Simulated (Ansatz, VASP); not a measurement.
# Sb: VASP beside Ansatz

The input INCAR:

```
SYSTEM = Sb
PREC = Accurate
ENCUT = 500
EDIFF = 1E-6
ISMEAR = -1
SIGMA = 0.05
LREAL = .False.
LASPH = .True.
NELM = 120
ALGO = Normal
ISIF = 2
LWAVE = .False.
LCHARG = .False.
GGA = PS
NBANDS = 12
GGA_COMPAT = .False.
```

The input KPOINTS:

```
Automatic mesh
0
Gamma
  9 9 9
  0 0 0
```

Contents of POSCAR:

```
Sb
1.0
    2.1506003320      1.2416496806      3.8563200000
   -2.1506003320      1.2416496806      3.8563200000
    0.0000000000     -2.4832993611      3.8563200000
Sb
2
Direct
    0.2336400000      0.2336400000      0.2336400000
    0.7663600000      0.7663600000      0.7663600000
```

Input for Ansatz:

```yaml
crystal:
  lattice:
    - [2.150600332, 1.2416496806, 3.85632]
    - [-2.150600332, 1.2416496806, 3.85632]
    - [0.0, -2.4832993611, 3.85632]
  atoms:
    - { symbol: Sb, position: [0.23364, 0.23364, 0.23364] }
    - { symbol: Sb, position: [0.76636, 0.76636, 0.76636] }
kpoints:
  mp_grid: { grid: [9, 9, 9] }
  band_path:
    path:
      - [0.0, 0.0, 0.0]
      - [0.5, 0.5, 0.5]
      - [0.7642201696, 0.2357798304, 0.5]
      - [0.5, -0.2357798304, 0.2357798304]
      - [0.5, 0.0, 0.0]
      - [0.0, 0.0, 0.0]
      - [0.3678899152, -0.3678899152, 0.0]
      - [0.6321100848, 0.0, 0.3678899152]
      - [0.5, 0.0, 0.5]
    npoints: 5
scf:
  occupations: { method: fermi_dirac, width: 0.05 }
hamiltonian:
  xc: pbesol
  pseudopotentials: { kind: all_electron, lapw: { basis_error: 0.0005 } }
output:
  forces: true
  stress: true
  eigenvalues: true
```

Change from the starting cell: zz strain of +3 %.

Alike in both runs: task single point; functional PBEsol; k mesh 9 × 9 × 9; occupations fermi-dirac, width 0.05 eV; no spin polarisation.

|  | VASP | Ansatz |
| --- | --- | --- |
| version | VASP 6.6.1 | Ansatz 0.2.0 |
| potentials or method | VASP PAW PBE potentials, release 64 (Sb), cutoff 500 eV | all-electron LAPW, scalar-relativistic |

```tsv
	VASP	Ansatz	Ansatz less VASP
pressure (GPa)	-0.9	-1.0	-0.16
traceless stress, the component that is largest in VASP (GPa)	-0.91	-0.87	+0.038
rms of the force components (eV/Å)	0.000	0.030	+0.0300
```

VASP's potentials were made for PBE, not for PBEsol. Atom by atom the forces differ by 0.031 eV/Å (rms over components). Ansatz ran all-electron here, and VASP with PAW potentials.

Neither program's run includes spin-orbit coupling.
